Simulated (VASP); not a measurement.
# NaCaF3 (Pm-3m) in VASP: further runs, part 2 of 2

VASP 6.6.1.

### 3 Single point, r2SCAN (volume changed by +3%)

POSCAR

```
NaCaF3
1.0
    4.4239398637      0.0000000000      0.0000000000
    0.0000000000      4.4239398637      0.0000000000
    0.0000000000      0.0000000000      4.4239398637
Na Ca F
1 1 3
Direct
    0.0000000000      0.0000000000      0.0000000000
    0.5000000000      0.5000000000      0.5000000000
    0.5000000000      0.5000000000      0.0000000000
    0.5000000000      0.0000000000      0.5000000000
    0.0000000000      0.5000000000      0.5000000000
```

INCAR.step1

```
PREC = Accurate
ENCUT = 520
ISMEAR = 0
SIGMA = 0.01
LREAL = False
LASPH = True
NELM = 60
NBANDS = 27
GGA = PE
ALGO = Normal
EDIFF = 1E-4
LWAVE = True
LCHARG = False
```

INCAR.step2

```
PREC = Accurate
ENCUT = 520
EDIFF = 1E-6
ISMEAR = 0
SIGMA = 0.01
LREAL = False
LASPH = True
NELM = 60
ALGO = Normal
ISIF = 2
LWAVE = False
LCHARG = True
METAGGA = R2SCAN
LMIXTAU = True
LELF = True
LVHAR = True
NBANDS = 27
ISTART = 1
```

KPOINTS

```
Automatic mesh
0
Gamma
  6 6 6
```

Potentials or basis: VASP PAW PBE potentials, release 64 (Na_pv, Ca_sv, F).

Launch:

```bash
cat potpaw_PBE.64/Na_pv/POTCAR potpaw_PBE.64/Ca_sv/POTCAR potpaw_PBE.64/F/POTCAR > POTCAR
cp INCAR.step1 INCAR
mpirun -np 1 vasp_std > vasp.out
cp INCAR.step2 INCAR
mpirun -np 1 vasp_std > vasp.out
```

OUTCAR:

```text
PREC = Accurate
   ENCUT = 520
   EDIFF = 1E-6
   ISMEAR = 0
   LREAL = False
   LASPH = True
   NELM = 60
   ISIF = 2
   METAGGA = R2SCAN
   ISTART = 1

 ion  position               nearest neighbor table
   1  0.000  0.000  0.000-
   2  0.500  0.500  0.500-   3 2.21   4 2.21   5 2.21   3 2.21   4 2.21   5 2.21
   3  0.500  0.500  0.000-   2 2.21   2 2.21
   4  0.500  0.000  0.500-   2 2.21   2 2.21
   5  0.000  0.500  0.500-   2 2.21   2 2.21

  LATTYP: Found a simple cubic cell.
 ALAT       =     4.4239398637

  Lattice vectors:

 A1 = (   4.4239398637,   0.0000000000,   0.0000000000)
 A2 = (   0.0000000000,   4.4239398637,   0.0000000000)
 A3 = (   0.0000000000,   0.0000000000,   4.4239398637)

Analysis of symmetry for initial positions (statically):
=====================================================================
 Subroutine PRICEL returns:
 Original cell was already a primitive cell.

 Routine SETGRP: Setting up the symmetry group for a
 simple cubic supercell.

 Subroutine GETGRP returns: Found 48 space group operations
 (whereof 48 operations were pure point group operations)
 out of a pool of 48 trial point group operations.

The static configuration has the point symmetry O_h .

Analysis of symmetry for dynamics (positions and initial velocities):
=====================================================================
 Subroutine PRICEL returns:
 Original cell was already a primitive cell.

 Routine SETGRP: Setting up the symmetry group for a
 simple cubic supercell.

 Subroutine GETGRP returns: Found 48 space group operations
 (whereof 48 operations were pure point group operations)
 out of a pool of 48 trial point group operations.

The dynamic configuration has the point symmetry O_h .

 Subroutine INISYM returns: Found 48 space group operations
 (whereof 48 operations are pure point group operations),
 and found     1 'primitive' translations

----------------------------------------------------------------------------------------

                                     Primitive cell

  volume of cell :      86.5820

  direct lattice vectors                    reciprocal lattice vectors
     4.423939864  0.000000000  0.000000000     0.226042856  0.000000000  0.000000000
     0.000000000  4.423939864  0.000000000     0.000000000  0.226042856  0.000000000
     0.000000000  0.000000000  4.423939864     0.000000000  0.000000000  0.226042856

  length of vectors
     4.423939864  4.423939864  4.423939864     0.226042856  0.226042856  0.226042856

  position of ions in fractional coordinates (direct lattice)
     0.000000000  0.000000000  0.000000000
     0.500000000  0.500000000  0.500000000
     0.500000000  0.500000000  0.000000000
     0.500000000  0.000000000  0.500000000
     0.000000000  0.500000000  0.500000000

  ion indices of the primitive-cell ions
   primitive index   ion index
                 1           1
                 2           2
                 3           3
                 4           4
                 5           5

----------------------------------------------------------------------------------------

 KPOINTS: Automatic mesh

Automatic generation of k-mesh.
 Grid dimensions read from file:
 generate k-points for:    6    6    6

 Generating k-lattice:

  Cartesian coordinates                     Fractional coordinates (reciprocal lattice)
     0.037673809  0.000000000  0.000000000     0.166666667  0.000000000  0.000000000
     0.000000000  0.037673809  0.000000000     0.000000000  0.166666667  0.000000000
     0.000000000  0.000000000  0.037673809     0.000000000  0.000000000  0.166666667

  Length of vectors
     0.037673809  0.037673809  0.037673809

  Shift w.r.t. Gamma in fractional coordinates (k-lattice)
     0.000000000  0.000000000  0.000000000

 Subroutine IBZKPT returns following result:
 ===========================================

 Found     20 irreducible k-points:

 Following reciprocal coordinates:
            Coordinates               Weight
  0.000000  0.000000  0.000000      1.000000
  0.166667  0.000000  0.000000      6.000000
  0.333333  0.000000  0.000000      6.000000
  0.500000  0.000000  0.000000      3.000000
  0.166667  0.166667  0.000000     12.000000
  0.333333  0.166667  0.000000     24.000000
[... 12 lines left out ...]
  0.500000  0.500000  0.333333      6.000000
  0.500000  0.500000  0.500000      1.000000
   k-points           NKPTS =     20   k-points in BZ     NKDIM =     20   number of bands    NBANDS=     27
   number of dos      NEDOS =    301   number of ions     NIONS =      5
   total plane-waves  NPLWV =  46656
   dimension x,y,z NGX =    36 NGY =   36 NGZ =   36
   dimension x,y,z NGXF=    72 NGYF=   72 NGZF=   72
   ions per type =               1   1   3
   NGX,Y,Z   is equivalent  to a cutoff of  13.53, 13.53, 13.53 a.u.
   NGXF,Y,Z  is equivalent  to a cutoff of  27.06, 27.06, 27.06 a.u.
 SYSTEM =  unknown system
   PREC   = accura    normal or accurate (medium, high low for compatibility)
   ISTART =      1    job   : 0-new  1-cont  2-samecut
   ICHARG =      0    charge: 1-file 2-atom 10-const
   ISPIN  =      1    spin polarized calculation?
   LNONCOLLINEAR =      F non collinear calculations
   LSORBIT =      F    spin-orbit coupling
   LASPH  =      T    aspherical Exc in radial PAW
   ENCUT  =  520.0 eV  38.22 Ry    6.18 a.u.   8.23  8.23  8.23*2*pi/ulx,y,z
   NELM   =     60;   NELMIN=  2; NELMDL=  0     # of ELM steps
   EDIFF  = 0.1E-05   stopping-criterion for ELM
   LREAL  =      F    real-space projection
   EDIFFG = 0.1E-04   stopping-criterion for IOM
   NSW    =      0    number of steps for IOM
   IBRION =     -1    ionic relax: 0-MD 1-quasi-New 2-CG
   NFREE  =      0    steps in history (QN), initial steepest desc. (CG)
   ISIF   =      2    stress and relaxation
   ISYM   =      2    0-nonsym 1-usesym 2-fastsym
   POTIM  = 0.5000    time-step for ionic-motion
   TEBEG  =    0.0;   TEEND  =   0.0 temperature during run
   PSTRESS=    0.0 pullay stress
   NELECT =      38.0000    total number of electrons
   NUPDOWN=      -1.0000    fix difference up-down
   EMIN   =  10.00;   EMAX   =-10.00  energy-range for DOS
   EFERMI =   0.00;   METHOD = LEGACY
   ISMEAR =     0;   SIGMA  =   0.01  broadening in eV -4-tet -1-fermi 0-gaus
   EFERMI_NEDOS =   21; number of points for ismear=-14 and -15
   IALGO  =     38    algorithm
   IMIX   =      4    mixing-type and parameters
     AMIX     =   0.40;   BMIX     =  1.00
     AMIX_MAG =   1.60;   BMIX_MAG =  1.00
  volume/ion in A,a.u.               =      17.32       116.86
  Fermi-wavevector in a.u.,A,eV,Ry     =   1.244114  2.351034 21.059362  1.547819
  Thomas-Fermi vector in A             =   2.378395
   LORBIT       =      0    0 simple, 1 ext, 2 COOP (PROOUT), +10 PAW based schemes
   METAGGA = R2SCAN    functional components
   LHFCALC =     F    Hartree Fock is set to
   AEXX    =    0.0000 exact exchange contribution
   IVDW    =     0    specifies the selected vdW correction
   LEPSILON=     F    determine dielectric tensor
   LRPA    =     F    only Hartree local field effects (RPA)
 non-spin polarized calculation
 Gauss-broadening in eV      SIGMA  =   0.01
  energy-cutoff  :      520.00
  volume of cell :       86.58
 maximum number of plane-waves:      2360
 NGX is ok and might be reduce to    36
   NGX = 17   NGY = 17   NGZ = 17

 number of electron      37.9999980 magnetization

 Free energy of the ion-electron system (eV)
  ---------------------------------------------------
  ext. energy  EPLUGINS =         0.00000000
  ---------------------------------------------------
  free energy    TOTEN  =       -37.28721213 eV

  energy without entropy =      -37.28721213  energy(sigma->0) =      -37.28721213

 E-fermi :  -3.0968     XC(G=0):  -8.4946

 val. band max:       -3.1682589042   @ k =   0.5000   0.5000   0.5000
 cond. band min:       2.6698100450   @ k =   0.0000   0.0000   0.0000
 fundamental gap:      5.8380689492
 Fermi energy:        -3.0968153970

 k-point     1 :       0.0000    0.0000    0.0000
  band No.  band energies     occupation
      1     -39.6102      2.00000
      2     -25.0496      2.00000
      3     -25.0496      2.00000
      4     -25.0496      2.00000
      5     -23.5461      2.00000
      6     -23.4381      2.00000
[... 589 lines left out ...]
     26       9.8172      0.00000
     27       9.9701      0.00000

------------------------ aborting loop because EDIFF is reached ----------------------------------------

  FORCE on cell =-STRESS in cart. coord.  units (eV):
  Direction    XX          YY          ZZ          XY          YZ          ZX
  --------------------------------------------------------------------------------------
  -------------------------------------------------------------------------------------
  Total       -0.5753913     -0.5753913     -0.5753913     -0.0000000     -0.0000000     -0.0000000
  in kB      -10.6474655    -10.6474655    -10.6474655     -0.0000000     -0.0000000     -0.0000000
  external PRESSURE =     -10.6474655 kB  Pullay stress =       0.0000000 kB

 VOLUME and BASIS-vectors are now :
 -----------------------------------------------------------------------------
  energy-cutoff  :      520.00
  volume of cell :       86.58
      direct lattice vectors                 reciprocal lattice vectors
     4.423939864  0.000000000  0.000000000     0.226042856  0.000000000  0.000000000
     0.000000000  4.423939864  0.000000000     0.000000000  0.226042856  0.000000000
     0.000000000  0.000000000  4.423939864     0.000000000  0.000000000  0.226042856

 POSITION                                       TOTAL-FORCE (eV/Angst)
 -----------------------------------------------------------------------------------
      0.00000      0.00000      0.00000         0.000000      0.000000      0.000000
      2.21197      2.21197      2.21197         0.000000      0.000000      0.000000
      2.21197      2.21197      0.00000         0.000000      0.000000      0.000000
      2.21197      0.00000      2.21197         0.000000      0.000000      0.000000
      0.00000      2.21197      2.21197         0.000000      0.000000      0.000000
 -----------------------------------------------------------------------------------
    total drift:                                0.000000      0.000000      0.000000

  FREE ENERGIE OF THE ION-ELECTRON SYSTEM (eV)
  ---------------------------------------------------
  free  energy   TOTEN  =       -37.2872121279 eV

  energy  without entropy=      -37.2872121279  energy(sigma->0) =      -37.28721213
```

It took 70 s on 1 thread of Intel Xeon 6975P-C (Granite Rapids), shared host; peak memory 0.23 GiB.

What came out:

```yaml
Free_energy: -37.2872 eV
Pressure: -1.1 GPa
Band_gap_on_the_k_mesh: 5.84 eV, indirect (least direct gap 6.00 eV)
```

Caveat: the PAW data sets were made with another functional, which shifts forces and pressure a little.

### 4 Single point, r2SCAN (volume changed by +6%)

Edit POSCAR of step 3 so:

```diff
@@ -2,5 +2,5 @@
 1.0
-    4.4239398637      0.0000000000      0.0000000000
-    0.0000000000      4.4239398637      0.0000000000
-    0.0000000000      0.0000000000      4.4239398637
+    4.4664803566      0.0000000000      0.0000000000
+    0.0000000000      4.4664803566      0.0000000000
+    0.0000000000      0.0000000000      4.4664803566
 Na Ca F
```

INCAR.step1

```
SYSTEM = NaCaF3
PREC = Accurate
ENCUT = 520
ISMEAR = 0
SIGMA = 0.01
LREAL = .False.
LASPH = .True.
NELM = 80
NBANDS = 27
GGA = PE
ALGO = Normal
EDIFF = 1E-4
LWAVE = .True.
LCHARG = .False.
```

INCAR.step2

```
SYSTEM = NaCaF3
PREC = Accurate
ENCUT = 520
EDIFF = 1E-7
ISMEAR = 0
SIGMA = 0.01
LREAL = .False.
LASPH = .True.
NELM = 80
ALGO = Normal
ISIF = 2
LWAVE = .False.
LCHARG = .True.
METAGGA = R2SCAN
LMIXTAU = .True.
LELF = .True.
LVHAR = .True.
NBANDS = 27
ISTART = 1
```

KPOINTS

```
Automatic mesh
0
Gamma
  6 6 6
  0 0 0
```

Launch:

```bash
cat potpaw_PBE.64/Na_pv/POTCAR potpaw_PBE.64/Ca_sv/POTCAR potpaw_PBE.64/F/POTCAR > POTCAR
cp INCAR.step1 INCAR
mpirun -np 1 vasp_std > vasp.out
cp INCAR.step2 INCAR
mpirun -np 1 vasp_std > vasp.out
```

Run time: 70 s. Hardware: 1 thread of Intel Xeon 6975P-C (Granite Rapids), shared host; peak memory 0.23 GiB.

The run converged. Its results:

```
Free energy            : -37.2630 eV
Pressure               : -2.5 GPa
Band gap on the k mesh : 5.76 eV, indirect (least direct gap 5.93 eV)
```

Levels at points of the mesh, in eV from the valence-band top:
```tsv
k point	band 15	band 16	band 17	band 18	band 19	band 20	band 21	band 22	band 23	band 24
(0.00, 0.00, 0.00)	-0.38	-0.38	-0.18	-0.18	-0.18	5.76	10.05	10.05	10.05	11.34
(0.50, 0.00, 0.00)	-0.65	-0.65	-0.48	-0.22	-0.22	7.81	8.58	10.19	10.42	10.42
(0.50, 0.50, 0.00)	-0.64	-0.64	-0.64	-0.44	-0.01	8.86	10.04	10.04	10.66	10.66
(0.50, 0.50, 0.50)	-1.28	-1.28	0.00	0.00	0.00	9.30	10.48	10.48	10.48	12.78
```

Caveat: the PAW data sets were made with another functional, which shifts forces and pressure a little.

### 5 Overview

| cell | gap on the mesh (eV) | pressure (GPa) |
| --- | --- | --- |
| a = 4.381 Å, 5 atoms | 5.93 | 0.5 |
| a = 4.424 Å, 5 atoms | 5.84 | -1.1 |
| a = 4.466 Å, 5 atoms | 5.76 | -2.5 |

Alike in all rows: task single point; level r2SCAN; potentials or basis VASP PAW PBE potentials, release 64 (Na_pv, Ca_sv, F); no spin polarisation; k mesh 6 × 6 × 6; cutoff (eV) 520; smearing gaussian 0.01 eV.

Caveats: the PAW data sets were made with another functional, which shifts forces and pressure a little.

Absolute energies hang on the potentials; compare differences alone.
